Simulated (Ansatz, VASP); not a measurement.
**One calculation of HfO2, two programs**

The input INCAR:

```
PREC     = Accurate       # precision mode
ENCUT    = 520            # plane-wave cutoff, eV
EDIFF    = 1E-6           # SCF threshold, eV
ISMEAR   = 0              # smearing method
SIGMA    = 0.05           # smearing width, eV
LREAL    = F              # projectors in reciprocal space
LASPH    = T              # aspherical terms in the spheres
NELM     = 80             # most SCF steps
ALGO     = Normal         # electronic algorithm
ISIF     = 2              # what is computed and relaxed
LWAVE    = F              # write WAVECAR
LCHARG   = F              # write CHGCAR
GGA      = PE             # functional
NBANDS   = 56             # bands
```

File KPOINTS:

```
Automatic mesh
0
Gamma
  4 4 4
```

The input POSCAR:

```
HfO2
1.0
    5.1077806465      0.0435964916     -0.0389188060
    0.0439302901      5.2744993762     -0.0336333362
   -0.8965435902     -0.0414920747      5.2739945842
Hf O
4 8
Direct
    0.2743014405      0.0400048118      0.2057300518
    0.7219136690      0.5428802385      0.2903260977
    0.7217146713      0.9556637535      0.7903053907
    0.2733055807      0.4598500516      0.7113521753
    0.4484256046      0.7624404126      0.4787745360
    0.5540780936      0.2577476935      0.0238280659
    0.5536089327      0.2433489168      0.5226069667
    0.4479909565      0.7426552697      0.9757025915
    0.0707849633      0.3263263433      0.3511365823
    0.9334697301      0.8279264318      0.1508153520
    0.9364782303      0.6717764178      0.6522609337
    0.0639281273      0.1693796591      0.8471612566
```

Input for Ansatz:

```yaml
crystal:
  lattice:
    - [5.1077806465, 0.0435964916, -0.038918806]
    - [0.0439302901, 5.2744993762, -0.0336333362]
    - [-0.8965435902, -0.0414920747, 5.2739945842]
  atoms:
    - { symbol: Hf, position: [0.2743014405, 0.0400048118, 0.2057300518] }
    - { symbol: Hf, position: [0.721913669, 0.5428802385, 0.2903260977] }
    - { symbol: Hf, position: [0.7217146713, 0.9556637535, 0.7903053907] }
    - { symbol: Hf, position: [0.2733055807, 0.4598500516, 0.7113521753] }
    - { symbol: O, position: [0.4484256046, 0.7624404126, 0.478774536] }
    - { symbol: O, position: [0.5540780936, 0.2577476935, 0.0238280659] }
    - { symbol: O, position: [0.5536089327, 0.2433489168, 0.5226069667] }
    - { symbol: O, position: [0.4479909565, 0.7426552697, 0.9757025915] }
    - { symbol: O, position: [0.0707849633, 0.3263263433, 0.3511365823] }
    - { symbol: O, position: [0.9334697301, 0.8279264318, 0.150815352] }
    - { symbol: O, position: [0.9364782303, 0.6717764178, 0.6522609337] }
    - { symbol: O, position: [0.0639281273, 0.1693796591, 0.8471612566] }
basis:
  ecutwfc: 420
kpoints:
  mp_grid: { grid: [4, 4, 4] }
hamiltonian:
  xc: pbe
scf:
  occupations: { method: gaussian, width: 0.05 }
output:
  forces: true
  stress: true
  eigenvalues: true
```

Change from the starting cell: cell sheared at random, sigma 0.01, atoms nudged by 0.01 Å.

Alike in both runs: task single point; functional PBE; k mesh 4 × 4 × 4; occupations gaussian, width 0.05 eV; no spin polarisation.

```csv
,VASP,Ansatz
version,VASP 6.6.1,Ansatz 0.2.0
potentials or method,"VASP PAW PBE potentials, release 64 (Hf_pv, O), cutoff 520 eV","scalar-relativistic, plane waves, PAW"
valence electrons in the cell,88,152
```

VASP gave:

```
gap on the k mesh at the Fermi level (eV)                     : 3.97
least direct gap on the mesh (eV)                             : 4.08
pressure (GPa)                                                : -3.0
traceless stress, the component that is largest in VASP (GPa) : -3.09
rms of the force components (eV/Å)                            : 0.245
```

**Question.** What did Ansatz give for the same quantities?

**Answer.** gap on the k mesh at the Fermi level (eV): 4.01; least direct gap on the mesh (eV): 4.12; pressure (GPa): 0.1; traceless stress, the component that is largest in VASP (GPa): -3.03; rms of the force components (eV/Å): 0.246.

Atom by atom the forces differ by 0.035 eV/Å (rms over components). VASP's potentials hold 88 valence electrons a cell and Ansatz's 152, so a difference there can come from the potentials and not from the codes.

Neither program's run includes spin-orbit coupling.
